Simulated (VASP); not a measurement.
# MgO (P6_3/mmc) in VASP: settings compared, part 2 of 2

VASP 6.6.1. The steps go on from the part before.

## (3) Vibrations by perturbation theory, PBEsol

This run uses another cell than the first one, of 11.09 Å³/atom.

INCAR reads:

```
  PREC = Accurate
  ENCUT = 520
  EDIFF = 1E-8
  ISMEAR = 0
  SIGMA = 0.01
  LREAL = F
  LASPH = T
  NELM = 80
  ALGO = Normal
  ISIF = 2
  LWAVE = F
  LCHARG = F
  GGA = PS
  IBRION = 8
  NSW = 1
  LEPSILON = T
```

KPOINTS reads:

```
Automatic mesh
0
Gamma
  9 9 6
```

POSCAR reads:

```
MgO
1.0
    3.4939689970      0.0000000000      0.0000000000
   -1.7469844985      3.0258659114      0.0000000000
    0.0000000000      0.0000000000      4.1942675560
Mg O
2 2
Direct
    0.6666666667      0.3333333333      0.7500000000
    0.3333333333      0.6666666667      0.2500000000
    0.6666666667      0.3333333333      0.2500000000
    0.3333333333      0.6666666667      0.7500000000
```

Potentials or basis: VASP PAW PBE potentials, release 64 (Mg, O).

Command:

```sh
$ cat potpaw_PBE.64/Mg/POTCAR potpaw_PBE.64/O/POTCAR > POTCAR
$ mpirun -np 1 vasp_std > vasp.out
```

OUTCAR:

```text
PREC = Accurate
   ENCUT = 520
   EDIFF = 1E-8
   ISMEAR = 0
   LREAL = F
   LASPH = T
   NELM = 80
   ISIF = 2
   GGA = PS
   IBRION = 8
   NSW = 1
   LEPSILON = T

 ion  position               nearest neighbor table
   1  0.667  0.333  0.750-   4 2.02   4 2.02   4 2.02   3 2.10   3 2.10   2 2.91   2 2.91   2 2.91
                             2 2.91   2 2.91   2 2.91
   2  0.333  0.667  0.250-   3 2.02   3 2.02   3 2.02   4 2.10   4 2.10   1 2.91   1 2.91   1 2.91
                             1 2.91   1 2.91   1 2.91
   3  0.667  0.333  0.250-   2 2.02   2 2.02   2 2.02   1 2.10   1 2.10
   4  0.333  0.667  0.750-   1 2.02   1 2.02   1 2.02   2 2.10   2 2.10

  LATTYP: Found a hexagonal cell.
 ALAT       =     3.4939689970
 C/A-ratio  =     1.2004306734

  Lattice vectors:

 A1 = (   3.4939689970,   0.0000000000,   0.0000000000)
 A2 = (  -1.7469844985,   3.0258659114,   0.0000000000)
 A3 = (   0.0000000000,   0.0000000000,   4.1942675560)

Analysis of symmetry for initial positions (statically):
=====================================================================
 Subroutine PRICEL returns:
 Original cell was already a primitive cell.

 Routine SETGRP: Setting up the symmetry group for a
 hexagonal supercell.
[... 673 lines left out ...]
  x     0.00000     0.00000     0.00000    -8.71649     0.00000     0.00000
  y    -8.71649     8.71649     0.00000     0.00000     0.00000     0.00000
  z    -0.00000     0.00000     0.00000    -0.00000    -0.00000     0.00000

 SECOND DERIVATIVES (NOT SYMMETRIZED)
 ------------------------------------
               1X          1Y          1Z          2X          2Y          2Z          3X          3Y          3Z          4X          4Y          4Z
  1X   -10.056785    0.000000    0.000000    1.416996   -0.000000    0.000000    1.640387    0.000000    0.000000    6.999402    0.000000    0.000000
  1Y     0.000000  -10.056785    0.000000    0.000000    1.416996    0.000000    0.000000    1.640387    0.000000    0.000000    6.999402    0.000000
  1Z     0.000000    0.000000   -9.945211    0.000000   -0.000000    4.954070    0.000000    0.000000    2.844014    0.000000   -0.000000    2.147126
  2X     1.416996   -0.000000    0.000000  -10.056785    0.000000    0.000000    6.999402    0.000000    0.000000    1.640387    0.000000    0.000000
  2Y     0.000000    1.416996    0.000000    0.000000  -10.056785    0.000000    0.000000    6.999402    0.000000    0.000000    1.640387    0.000000
  2Z     0.000000   -0.000000    4.954070    0.000000    0.000000   -9.945211    0.000000   -0.000000    2.147126    0.000000    0.000000    2.844014
  3X     1.637702    0.000000    0.000000    6.991880    0.000000    0.000000  -10.405286    0.000000    0.000000    1.775704    0.000000    0.000000
  3Y     0.000000    1.637702    0.000000    0.000000    6.991880    0.000000    0.000000  -10.405286    0.000000    0.000000    1.775704    0.000000
  3Z     0.000000    0.000000    2.834431   -0.000000   -0.000000    2.152205    0.000000    0.000000  -10.890971    0.000000   -0.000000    5.904335
  4X     6.991880    0.000000    0.000000    1.637702    0.000000    0.000000    1.775704    0.000000    0.000000  -10.405286    0.000000    0.000000
  4Y     0.000000    6.991880    0.000000    0.000000    1.637702    0.000000    0.000000    1.775704    0.000000    0.000000  -10.405286    0.000000
  4Z    -0.000000   -0.000000    2.152205    0.000000    0.000000    2.834431    0.000000   -0.000000    5.904335    0.000000    0.000000  -10.890971

 Eigenvectors and eigenvalues of the dynamical matrix
 ----------------------------------------------------

   1 f  =   16.038342 THz   100.771875 2PiTHz  534.981504 cm-1    66.329223 meV
             X         Y         Z           dx          dy          dz
      1.746984  1.008622  3.145701     0.000000    0.000000   -0.056084
     -0.000000  2.017244  1.048567    -0.000000   -0.000000    0.056084
      1.746984  1.008622  1.048567     0.000000    0.000000    0.704879
     -0.000000  2.017244  3.145701    -0.000000   -0.000000   -0.704879
[... 71 lines left out ...]
  12 f/i=    0.004277 THz     0.026872 2PiTHz    0.142661 cm-1     0.017688 meV
             X         Y         Z           dx          dy          dz
      1.746984  1.008622  3.145701    -0.201482    0.510663   -0.000000
     -0.000000  2.017244  1.048567    -0.201482    0.510663   -0.000000
      1.746984  1.008622  1.048567    -0.163571    0.414575   -0.000000
     -0.000000  2.017244  3.145701    -0.163571    0.414575   -0.000000

--------------------------------------------------------------------------------------------------------

 MACROSCOPIC STATIC DIELECTRIC TENSOR IONIC CONTRIBUTION
 ------------------------------------------------------
           2.958805     0.000000    -0.000000
           0.000000     2.958805     0.000000
          -0.000000     0.000000     6.531361
 ------------------------------------------------------

 ELASTIC MODULI CONTR FROM IONIC RELAXATION (kBar)
 Direction    XX          YY          ZZ          XY          YZ          ZX
 --------------------------------------------------------------------------------
 XX        -557.3632    557.3632     -0.0000     -0.0000     -0.0000      0.0000
 YY         557.3632   -557.3632      0.0000      0.0000      0.0000      0.0000
 ZZ          -0.0000      0.0000     -0.0000     -0.0000      0.0000      0.0000
 XY          -0.0000      0.0000     -0.0000   -557.3632      0.0000      0.0000
 YZ          -0.0000      0.0000      0.0000      0.0000     -0.0000      0.0000
 ZX           0.0000      0.0000      0.0000      0.0000      0.0000      0.0000
 --------------------------------------------------------------------------------

 PIEZOELECTRIC TENSOR IONIC CONTR  for field in x, y, z        (C/m^2)
          XX          YY          ZZ          XY          YZ          ZX
  --------------------------------------------------------------------------------
  x    -0.00000     0.00000    -0.00000    -0.00000    -0.00000     0.00000
  y     0.00000    -0.00000    -0.00000     0.00000     0.00000     0.00000
  z     0.00000    -0.00000    -0.00000    -0.00000     0.00000     0.00000
```

Run time: 4.1 min. Hardware: 1 thread of Intel Xeon 6975P-C (Granite Rapids), shared host; peak memory 0.4 GiB.

What came out:

| Quantity | Value |
| --- | --- |
| Electronic dielectric tensor (diagonal) | 3.00, 3.00, 3.01 |
| Born charges (mean of the diagonal) | Mg +1.85; O -1.85 e |
| Highest phonon frequency at Γ, LO-TO splitting left out | 535 cm⁻¹ |

Phonon frequencies in cm⁻¹ (negative: imaginary):
```
              q point                                frequencies
(0.000, 0.000, 0.000)  0 0 0 290 290 375 407 493 493 501 501 535
```

Electronic dielectric tensor:
```
3.00 0.00 0.00
0.00 3.00 0.00
0.00 0.00 3.01
```

Born effective charge tensors (e):
atom 1, Mg
```
1.77 0.00 0.00
0.00 1.77 0.00
0.00 0.00 2.00
```
atom 2, Mg
```
1.77 0.00 0.00
0.00 1.77 0.00
0.00 0.00 2.00
```
atom 3, O
```
-1.77  0.00  0.00
 0.00 -1.77  0.00
 0.00  0.00 -2.00
```
atom 4, O
```
-1.77  0.00  0.00
 0.00 -1.77  0.00
 0.00  0.00 -2.00
```

Caveat: the PAW data sets were made with another functional, which shifts forces and pressure a little.

## (4) Dielectric tensor, r2SCAN

INCAR reads:

```
SYSTEM = MgO
PREC     = Accurate       ! precision mode
ENCUT    = 520            ! plane-wave cutoff, eV
EDIFF    = 1E-8           ! SCF threshold, eV
ISMEAR   = 0              ! smearing method
SIGMA    = 0.01           ! smearing width, eV
LREAL    = .False.        ! projectors in reciprocal space
LASPH    = .True.         ! aspherical terms in the spheres
NELM     = 100            ! most SCF steps
ALGO     = Normal         ! electronic algorithm
ISIF     = 2              ! what is computed and relaxed
LWAVE    = .False.        ! write WAVECAR
LCHARG   = .False.        ! write CHGCAR
METAGGA  = R2SCAN         ! meta-GGA
LMIXTAU  = .True.       
LCALCEPS = .True.
```

KPOINTS reads:

```
Automatic mesh
0
Gamma
  9 9 6
  0 0 0
```

POSCAR reads:

```
MgO
1.0
    3.4840780556      0.0000000000      0.0000000000
   -1.7420390278      3.0173001049      0.0000000000
    0.0000000000      0.0000000000      4.1853174871
Mg O
2 2
Direct
    0.6666666667      0.3333333333      0.7500000000
    0.3333333333      0.6666666667      0.2500000000
    0.6666666667      0.3333333333      0.2500000000
    0.3333333333      0.6666666667      0.7500000000
```

Potentials or basis: VASP PAW PBE potentials, release 64 (Mg, O).

Command:

```sh
$ cat potpaw_PBE.64/Mg/POTCAR potpaw_PBE.64/O/POTCAR > POTCAR
$ mpirun -np 1 vasp_std > vasp.out
```

OUTCAR:

```text
SYSTEM = MgO
   PREC = Accurate
   ENCUT = 520
   EDIFF = 1E-8
   ISMEAR = 0
   LREAL = .False.
   LASPH = .True.
   NELM = 100
   ISIF = 2
   METAGGA = R2SCAN

 ion  position               nearest neighbor table
   1  0.667  0.333  0.750-   4 2.01   4 2.01   4 2.01   3 2.09   3 2.09   2 2.90   2 2.90   2 2.90
                             2 2.90   2 2.90   2 2.90
   2  0.333  0.667  0.250-   3 2.01   3 2.01   3 2.01   4 2.09   4 2.09   1 2.90   1 2.90   1 2.90
                             1 2.90   1 2.90   1 2.90
   3  0.667  0.333  0.250-   2 2.01   2 2.01   2 2.01   1 2.09   1 2.09
   4  0.333  0.667  0.750-   1 2.01   1 2.01   1 2.01   2 2.09   2 2.09

[... 612 lines left out ...]
  -------------------------------------------------------------------------------------
  Total       -0.1857687     -0.1857687     -0.2671303      0.0000000      0.0000000      0.0000000
  in kB       -6.7646969     -6.7646969     -9.7274482      0.0000000      0.0000000      0.0000000
  external PRESSURE =      -7.7522806 kB  Pullay stress =       0.0000000 kB

 VOLUME and BASIS-vectors are now :
 -----------------------------------------------------------------------------
  energy-cutoff  :      520.00
  volume of cell :       44.00
      direct lattice vectors                 reciprocal lattice vectors
     3.484078056  0.000000000  0.000000000     0.287019976  0.165711060  0.000000000
    -1.742039028  3.017300105  0.000000000     0.000000000  0.331422121  0.000000000
     0.000000000  0.000000000  4.185317487     0.000000000  0.000000000  0.238930500

 POSITION                                       TOTAL-FORCE (eV/Angst)
 -----------------------------------------------------------------------------------
      1.74204      1.00577      3.13899        -0.000000      0.000000      0.000000
     -0.00000      2.01153      1.04633         0.000000     -0.000000      0.000000
      1.74204      1.00577      1.04633         0.000000     -0.000000      0.000000
     -0.00000      2.01153      3.13899         0.000000     -0.000000     -0.000000
 -----------------------------------------------------------------------------------
    total drift:                               -0.000000      0.000000     -0.000000

  FREE ENERGIE OF THE ION-ELECTRON SYSTEM (eV)
  ---------------------------------------------------
  free  energy   TOTEN  =       -32.0698610949 eV

  energy  without entropy=      -32.0698610949  energy(sigma->0) =      -32.06986109
```

It took 40 min on 1 thread of Intel Xeon Platinum 8488C (Sapphire Rapids), shared host; peak memory 0.48 GiB.

Results:

```
Band gap on the k mesh                  : 4.08 eV
Electronic dielectric tensor (diagonal) : 2.77
Born charges (mean of the diagonal)     : Mg +1.85; O -1.85 e
```

Levels at points of the mesh, in eV from the valence-band top:
| k point | band 4 | band 5 | band 6 | band 7 | band 8 | band 9 | band 10 | band 11 | band 12 |
| --- | --- | --- | --- | --- | --- | --- | --- | --- | --- |
| (0.00, 0.00, 0.00) | -1.77 | -1.77 | -0.84 | -0.84 | 0.00 | 4.08 | 10.38 | 13.16 | 13.47 |
| (0.00, 0.00, 0.50) | -2.42 | -1.32 | -1.32 | -1.32 | -1.32 | 7.14 | 7.14 | 13.85 | 13.85 |

Electronic dielectric tensor:
```
2.77 0.00 0.00
0.00 2.77 0.00
0.00 0.00 2.77
```

Born effective charge tensors (e):
atom 1, Mg
```
1.77 0.00 0.00
0.00 1.77 0.00
0.00 0.00 1.99
```
atom 2, Mg
```
1.77 0.00 0.00
0.00 1.77 0.00
0.00 0.00 1.99
```
atom 3, O
```
-1.77  0.00  0.00
 0.00 -1.77  0.00
 0.00  0.00 -1.99
```
atom 4, O
```
-1.77  0.00  0.00
 0.00 -1.77  0.00
 0.00  0.00 -1.99
```

Dipole moments of the cell (e·Å, modulo the quantum): ionic 0.000, 0.000, 0.000; electronic 0.000, 0.000, 0.004

Caveat: the PAW data sets were made with another functional, which shifts forces and pressure a little.

## (5) Summary

| task | level | cell | gap on the mesh (eV) |
| --- | --- | --- | --- |
| dielectric tensor | PBE | a = 3.484, b = 3.484, c = 4.185 Å, angles 90.0, 90.0, 120.0°, 4 atoms | 3.43 |
| vibrations by perturbation theory | PBEsol | a = 3.494, b = 3.494, c = 4.194 Å, angles 90.0, 90.0, 120.0°, 4 atoms | - |
| dielectric tensor | r2SCAN | a = 3.484, b = 3.484, c = 4.185 Å, angles 90.0, 90.0, 120.0°, 4 atoms | 4.08 |

Alike in all rows: potentials or basis VASP PAW PBE potentials, release 64 (Mg, O); no spin polarisation; k mesh 9 × 9 × 6; cutoff (eV) 520; smearing gaussian 0.01 eV.

Caveats: the PAW data sets were made with another functional, which shifts forces and pressure a little (at least some runs).

Absolute energies hang on the potentials; compare differences alone.
